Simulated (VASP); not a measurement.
# Cd (P3m1) in VASP: single point with PBEsol

Aim: the single point of Cd with PBEsol.

All numbers are computed with VASP 6.6.1; they aren't measurements. Logs are shortened: lines on timing, memory, paths and dates and some standing lists are left out, and cuts for length are marked.

### Step 1. The cell of the first run

The structure is trigonal, space group P3m1 (No. 156). Conventional cell: a = 3.079 Å, b = 3.079 Å, c = 9.444 Å, α = 90.00°, β = 90.00°, γ = 120.00°. Cd (site symmetry 3m) has 12 Cd at 2.77 to 3.08 Å within 3.7 Å. Cd (site symmetry 3m) has 12 Cd at 2.77 to 3.11 Å within 3.7 Å. Cd (site symmetry 3m) has 12 Cd at 2.87 to 3.11 Å within 3.8 Å. Within 3.8 Å of Cd (site symmetry 3m) lie 12 Cd at 2.87 to 3.08 Å.

### Step 2. Single point, PBEsol (strained and its atoms moved)

File INCAR:

```
ALGO = Normal
EDIFF = 1E-6
ENCUT = 520
GGA = PS
ISIF = 2
ISMEAR = 0
LASPH = True
LCHARG = True
LELF = True
LREAL = False
LVHAR = True
LWAVE = False
NBANDS = 32
NELM = 100
PREC = Accurate
SIGMA = 0.1
```

File KPOINTS:

```
k-points
0
Gamma
  15 15 4
```

File POSCAR:

```
Cd
1.0
    3.0787776649      0.0000000000      0.0000000000
   -1.5393888325      2.6662996704      0.0000000000
    0.0000000000      0.0000000000      9.4437806288
Cd
4
Direct
    0.0000000000      0.0000000000      0.0108052236
    0.3333333300      0.6666666700      0.2363589113
    0.0000000000      0.0000000000      0.5069312306
    0.6666666700      0.3333333300      0.7459046345
```

Potentials or basis: VASP PAW PBE potentials, release 64 (Cd).

Started as:

```bash
$ cat potpaw_PBE.64/Cd/POTCAR > POTCAR
$ mpirun -np 1 vasp_std > vasp.out
```

OUTCAR:

```text
EDIFF = 1E-6
   ENCUT = 520
   GGA = PS
   ISIF = 2
   ISMEAR = 0
   LASPH = True
   LREAL = False
   NELM = 100
   PREC = Accurate

 ion  position               nearest neighbor table
   1  0.000  0.000  0.011-   2 2.77   2 2.77   2 2.77   4 3.07   4 3.07   4 3.07
   2  0.333  0.667  0.236-   1 2.77   1 2.77   1 2.77   3 3.11   3 3.11   3 3.11
   3  0.000  0.000  0.507-   4 2.87   4 2.87   4 2.87   2 3.11   2 3.11   2 3.11
   4  0.667  0.333  0.746-   3 2.87   3 2.87   3 2.87   1 3.07   1 3.07   1 3.07

  LATTYP: Found a hexagonal cell.
 ALAT       =     3.0787776649
 C/A-ratio  =     3.0673798685

  Lattice vectors:

 A1 = (   3.0787776649,   0.0000000000,   0.0000000000)
 A2 = (  -1.5393888325,   2.6662996704,   0.0000000000)
 A3 = (   0.0000000000,   0.0000000000,   9.4437806288)

Analysis of symmetry for initial positions (statically):
=====================================================================
 Subroutine PRICEL returns:
 Original cell was already a primitive cell.

 Routine SETGRP: Setting up the symmetry group for a
 hexagonal supercell.

 Subroutine GETGRP returns: Found  6 space group operations
 (whereof  6 operations were pure point group operations)
 out of a pool of 24 trial point group operations.

The static configuration has the point symmetry C_3v.

Analysis of symmetry for dynamics (positions and initial velocities):
=====================================================================
 Subroutine PRICEL returns:
 Original cell was already a primitive cell.

 Routine SETGRP: Setting up the symmetry group for a
 hexagonal supercell.

 Subroutine GETGRP returns: Found  6 space group operations
 (whereof  6 operations were pure point group operations)
 out of a pool of 24 trial point group operations.

The dynamic configuration has the point symmetry C_3v.

 Subroutine INISYM returns: Found  6 space group operations
 (whereof  6 operations are pure point group operations),
 and found     1 'primitive' translations

----------------------------------------------------------------------------------------

                                     Primitive cell

  volume of cell :      77.5235

  direct lattice vectors                    reciprocal lattice vectors
     3.078777665  0.000000000  0.000000000     0.324804227  0.187525808  0.000000000
    -1.539388833  2.666299670  0.000000000     0.000000000  0.375051616  0.000000000
     0.000000000  0.000000000  9.443780629     0.000000000  0.000000000  0.105889796

  length of vectors
     3.078777665  3.078777665  9.443780629     0.375051616  0.375051616  0.105889796

  position of ions in fractional coordinates (direct lattice)
     0.000000000  0.000000000  0.010805224
     0.333333330  0.666666670  0.236358911
     0.000000000  0.000000000  0.506931231
     0.666666670  0.333333330  0.745904635

  ion indices of the primitive-cell ions
   primitive index   ion index
                 1           1
                 2           2
                 3           3
                 4           4

----------------------------------------------------------------------------------------

 KPOINTS: k-points

Automatic generation of k-mesh.
 Grid dimensions read from file:
 generate k-points for:   15   15    4

 Generating k-lattice:

  Cartesian coordinates                     Fractional coordinates (reciprocal lattice)
     0.021653615  0.012501721  0.000000000     0.066666667  0.000000000  0.000000000
     0.000000000  0.025003441  0.000000000     0.000000000  0.066666667  0.000000000
     0.000000000  0.000000000  0.026472449     0.000000000  0.000000000  0.250000000

  Length of vectors
     0.025003441  0.025003441  0.026472449

  Shift w.r.t. Gamma in fractional coordinates (k-lattice)
     0.000000000  0.000000000  0.000000000

 Subroutine IBZKPT returns following result:
 ===========================================

 Found    100 irreducible k-points:

 Following reciprocal coordinates:
            Coordinates               Weight
  0.000000  0.000000  0.000000      1.000000
  0.066667 -0.000000  0.000000      6.000000
  0.133333 -0.000000  0.000000      6.000000
  0.200000 -0.000000  0.000000      6.000000
  0.266667 -0.000000  0.000000      6.000000
  0.333333  0.000000  0.000000      6.000000
[... 16 lines left out ...]
  0.333333  0.200000  0.000000     12.000000
  0.400000  0.200000  0.000000      6.000000
 [... further k-points ...]
   k-points           NKPTS =    100   k-points in BZ     NKDIM =    100   number of bands    NBANDS=     32
   number of dos      NEDOS =    301   number of ions     NIONS =      4
   total plane-waves  NPLWV =  40320
   dimension x,y,z NGX =    24 NGY =   24 NGZ =   70
   dimension x,y,z NGXF=    48 NGYF=   48 NGZF=  140
   ions per type =               4
   NGX,Y,Z   is equivalent  to a cutoff of  12.96, 12.96, 12.32 a.u.
   NGXF,Y,Z  is equivalent  to a cutoff of  25.92, 25.92, 24.65 a.u.
 SYSTEM =  unknown system
   PREC   = accura    normal or accurate (medium, high low for compatibility)
   ISTART =      0    job   : 0-new  1-cont  2-samecut
   ICHARG =      2    charge: 1-file 2-atom 10-const
   ISPIN  =      1    spin polarized calculation?
   LNONCOLLINEAR =      F non collinear calculations
   LSORBIT =      F    spin-orbit coupling
   LASPH  =      T    aspherical Exc in radial PAW
   ENCUT  =  520.0 eV  38.22 Ry    6.18 a.u.   5.72  5.72 17.56*2*pi/ulx,y,z
   NELM   =    100;   NELMIN=  2; NELMDL= -5     # of ELM steps
   EDIFF  = 0.1E-05   stopping-criterion for ELM
   LREAL  =      F    real-space projection
[... 7 lines left out ...]
   TEBEG  =    0.0;   TEEND  =   0.0 temperature during run
   PSTRESS=    0.0 pullay stress
   NELECT =      48.0000    total number of electrons
   NUPDOWN=      -1.0000    fix difference up-down
   EMIN   =  10.00;   EMAX   =-10.00  energy-range for DOS
   EFERMI =   0.00;   METHOD = LEGACY
   ISMEAR =     0;   SIGMA  =   0.10  broadening in eV -4-tet -1-fermi 0-gaus
   EFERMI_NEDOS =   21; number of points for ismear=-14 and -15
   IALGO  =     38    algorithm
   IMIX   =      4    mixing-type and parameters
     AMIX     =   0.40;   BMIX     =  1.00
     AMIX_MAG =   1.60;   BMIX_MAG =  1.00
  volume/ion in A,a.u.               =      19.38       130.79
  Fermi-wavevector in a.u.,A,eV,Ry     =   1.395332  2.636795 26.489877  1.946951
  Thomas-Fermi vector in A             =   2.518794
   LORBIT       =      0    0 simple, 1 ext, 2 COOP (PROOUT), +10 PAW based schemes
   GGA     = PS    functional components
   LHFCALC =     F    Hartree Fock is set to
   AEXX    =    0.0000 exact exchange contribution
   IVDW    =     0    specifies the selected vdW correction
   LEPSILON=     F    determine dielectric tensor
   LRPA    =     F    only Hartree local field effects (RPA)
 non-spin polarized calculation
 Gauss-broadening in eV      SIGMA  =   0.10
  energy-cutoff  :      520.00
  volume of cell :       77.52
 maximum number of plane-waves:      2104
 NGX is ok and might be reduce to    24
   NGX = 11   NGY = 11   NGZ = 35

 number of electron      48.0000023 magnetization

 Free energy of the ion-electron system (eV)
  ---------------------------------------------------
  ext. energy  EPLUGINS =         0.00000000
  ---------------------------------------------------
  free energy    TOTEN  =        -4.42446282 eV

  energy without entropy =       -4.41758217  energy(sigma->0) =       -4.42102250

 E-fermi :   3.7080     XC(G=0): -11.7999

 val. band max:        3.7016763949   @ k =   0.4667   0.0667   0.2500
 cond. band min:       3.7110546458   @ k =   0.4000   0.2000   0.0000
 fundamental gap:      0.0093782509
 Fermi energy:         3.7080281205

 k-point     1 :       0.0000    0.0000    0.0000
  band No.  band energies     occupation
      1      -6.6772      2.00000
      2      -6.3309      2.00000
      3      -6.2612      2.00000
      4      -6.0763      2.00000
      5      -6.0763      2.00000
      6      -6.0111      2.00000
[... 24 lines left out ...]
     31      16.9370      0.00000
     32      17.3092      0.00000

 k-point     2 :       0.0667   -0.0000    0.0000
  band No.  band energies     occupation
      1      -6.6439      2.00000
      2      -6.3054      2.00000
      3      -6.1751      2.00000
      4      -6.0856      2.00000
      5      -6.0611      2.00000
      6      -6.0376      2.00000
[... 24 lines left out ...]
     31      16.1894      0.00000
     32      16.3055      0.00000

 k-point     3 :       0.1333   -0.0000    0.0000
  band No.  band energies     occupation
      1      -6.5686      2.00000
      2      -6.2800      2.00000
      3      -6.1305      2.00000
      4      -6.0823      2.00000
      5      -6.0274      2.00000
      6      -5.9908      2.00000
[... 24 lines left out ...]
     31      14.1526      0.00000
     32      15.8593      0.00000

 k-point     4 :       0.2000   -0.0000    0.0000
  band No.  band energies     occupation
      1      -6.5342      2.00000
      2      -6.3378      2.00000
      3      -6.1915      2.00000
      4      -6.0767      2.00000
      5      -6.0347      2.00000
      6      -6.0070      2.00000
[... 24 lines left out ...]
     31      13.0649      0.00000
     32      14.8402      0.00000

 k-point     5 :       0.2667   -0.0000    0.0000
  band No.  band energies     occupation
      1      -6.5881      2.00000
      2      -6.4581      2.00000
      3      -6.2958      2.00000
      4      -6.2253      2.00000
      5      -6.1097      2.00000
      6      -6.0232      2.00000
[... 584 lines left out ...]
     31       9.5149      0.00000
     32      13.2333      0.00000

 k-point    22 :       0.2667    0.2000    0.0000
  band No.  band energies     occupation
      1      -6.5726      2.00000
      2      -6.5036      2.00000
      3      -6.3940      2.00000
      4      -6.2780      2.00000
      5      -6.1688      2.00000
      6      -6.1011      2.00000
[... 24 lines left out ...]
     31       8.7915      0.00000
     32      12.0283      0.00000

 k-point    23 :       0.3333    0.2000    0.0000
  band No.  band energies     occupation
      1      -6.6203      2.00000
      2      -6.5261      2.00000
      3      -6.4540      2.00000
      4      -6.3093      2.00000
      5      -6.1931      2.00000
      6      -6.0983      2.00000
[... 24 lines left out ...]
     31       8.4886      0.00000
     32      10.2637      0.00000

 k-point    24 :       0.4000    0.2000    0.0000
  band No.  band energies     occupation
      1      -6.6440      2.00000
      2      -6.5226      2.00000
      3      -6.4790      2.00000
      4      -6.3193      2.00000
      5      -6.2130      2.00000
      6      -6.0900      2.00000
[... 24 lines left out ...]
     31       8.4719      0.00000
     32       9.0617      0.00000

 [... further k-points ...]

------------------------ aborting loop because EDIFF is reached ----------------------------------------

  FORCE on cell =-STRESS in cart. coord.  units (eV):
  Direction    XX          YY          ZZ          XY          YZ          ZX
  --------------------------------------------------------------------------------------
  -------------------------------------------------------------------------------------
  Total        3.1642054      3.1642054      4.3974647     -0.0000000      0.0000000     -0.0000000
  in kB       65.3946279     65.3946279     90.8823965     -0.0000000      0.0000000     -0.0000000
  external PRESSURE =      73.8905508 kB  Pullay stress =       0.0000000 kB

 VOLUME and BASIS-vectors are now :
 -----------------------------------------------------------------------------
  energy-cutoff  :      520.00
  volume of cell :       77.52
      direct lattice vectors                 reciprocal lattice vectors
     3.078777665  0.000000000  0.000000000     0.324804227  0.187525808  0.000000000
    -1.539388833  2.666299670  0.000000000     0.000000000  0.375051616  0.000000000
     0.000000000  0.000000000  9.443780629     0.000000000  0.000000000  0.105889796

 POSITION                                       TOTAL-FORCE (eV/Angst)
 -----------------------------------------------------------------------------------
      0.00000      0.00000      0.10204        -0.000000      0.000000     -1.328813
     -0.00000      1.77753      2.23212         0.000000     -0.000000      1.431580
      0.00000      0.00000      4.78735        -0.000000      0.000000     -0.808436
      1.53939      0.88877      7.04416         0.000000     -0.000000      0.705669
 -----------------------------------------------------------------------------------
    total drift:                               -0.000000      0.000000      0.000612

  FREE ENERGIE OF THE ION-ELECTRON SYSTEM (eV)
  ---------------------------------------------------
  free  energy   TOTEN  =        -4.4244628213 eV

  energy  without entropy=       -4.4175821691  energy(sigma->0) =       -4.42102250
```

Run time: 2.4 min. Hardware: 1 thread of Intel Xeon Platinum 8488C (Sapphire Rapids), shared host; peak memory 0.3 GiB.

What came out:

```yaml
Free_energy: -4.4245 eV
Pressure: 7.4 GPa
Largest_force: 1.432 eV/Å
Band_gap_on_the_k_mesh: zero (bands 24 and 25 overlap by 1.86 eV)
```

Forces in eV/Å, atoms in the order of the input:
```
Cd   0.000  0.000 -1.329
Cd   0.000  0.000  1.432
Cd   0.000  0.000 -0.808
Cd   0.000  0.000  0.706
```

Stress tensor (GPa, compression positive):
```
6.54 0.00 0.00
0.00 6.54 0.00
0.00 0.00 9.09
```

Caveat: the cell differs from its parent crystal (strained and its atoms moved); the cell stands under pressure; the PAW data sets were made with another functional, which shifts forces and pressure a little.
